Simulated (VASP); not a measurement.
Ag:

```
Ag
1.0
    -1.65565    1.65565    1.65565
     1.65565   -1.65565    1.65565
     1.65565    1.65565   -1.65565
Ag
1
Cartesian
  0.0000 0.0000 0.0000
```

```yaml
Program: VASP 6.6.1
Task: relaxation of cell and atoms
Functional: PBE
Dispersion: D3(BJ)
Potentials_or_basis: VASP PAW PBE potentials, release 64 (Ag)
Cutoff: 600 eV
k_mesh: 11 × 11 × 11
Occupations: fermi-dirac, width 0.05 eV
Spin: no spin polarisation
```

At the start: pressure -5.9 GPa; volume 18.15 Å³/atom.

**Question.** How do energy, volume and symmetry change on relaxing?

**Answer.** Over 3 steps the energy falls by 22.8 meV/atom and the volume is 17.01 Å³/atom (-6.3 %); space group Im-3m (No. 229, to 0.05 Å).

Step by step:
| step | energy change (eV) | largest force (eV/Å) | pressure (GPa) | volume (Å³) |
| --- | --- | --- | --- | --- |
| 1 | 0.0000 | 0.0000 | -5.92 | 18.15 |
| 2 | -0.0161 | 0.0000 | 4.01 | 16.45 |
| 3 | -0.0228 | 0.0000 | 0.00 | 17.01 |

Final structure:
```xyz
1
Lattice="-1.6200 1.6200 1.6200 1.6200 -1.6200 1.6200 1.6200 1.6200 -1.6200" Properties=species:S:1:pos:R:3 pbc="T T T"
Ag    0.0000    0.0000    0.0000
```

Caveat: pairwise dispersion overbinds metals, which lowers pressure and volume.
